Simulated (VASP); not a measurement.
The system is Li.

```xyz
1
Lattice="-1.7547 1.7547 1.7547 1.7547 -1.7547 1.7547 1.7547 1.7547 -1.7547" Properties=species:S:1:pos:R:3 pbc="T T T"
Li    0.0000    0.0000    0.0000
```

| Property | Result |
| --- | --- |
| Program | VASP 6.6.1 |
| Task | relaxation of cell and atoms |
| Functional | PBEsol |
| Potentials or basis | VASP PAW PBE potentials, release 64 (Li_sv) |
| Cutoff | 600 eV |
| k mesh | 7 × 7 × 7 |
| Occupations | methfessel-paxton, width 0.1 eV |
| Spin | no spin polarisation |

At the start: pressure -0.9 GPa; volume 21.61 Å³/atom.

Q: How do energy, volume and symmetry change on relaxing?

A: Over 3 steps the energy falls by 4.7 meV/atom and the volume is 20.12 Å³/atom (-6.9 %); space group Im-3m (No. 229, to 0.1 Å) before and after.

The path:
| step | energy change (eV) | largest force (eV/Å) | pressure (GPa) | volume (Å³) |
| --- | --- | --- | --- | --- |
| 1 | 0.0000 | 0.0000 | -0.91 | 21.61 |
| 2 | -0.0019 | 0.0000 | -0.71 | 21.23 |
| 3 | -0.0047 | 0.0000 | -0.06 | 20.12 |

Final structure:
```
Li
1.0
    -1.71327    1.71327    1.71327
     1.71327   -1.71327    1.71327
     1.71327    1.71327   -1.71327
Li
1
Cartesian
  0.0000 0.0000 0.0000
```

Caveat: the k points lie up to 0.37 Å⁻¹ apart in the final cell, too coarse for converged energies and pressures of a metal; the cutoff is under 1.25 times the usual one of these potentials, so pressure, stress and relaxed cells hold a basis-set (Pulay) error; the PAW data sets were made with another functional, which shifts forces and pressure a little.
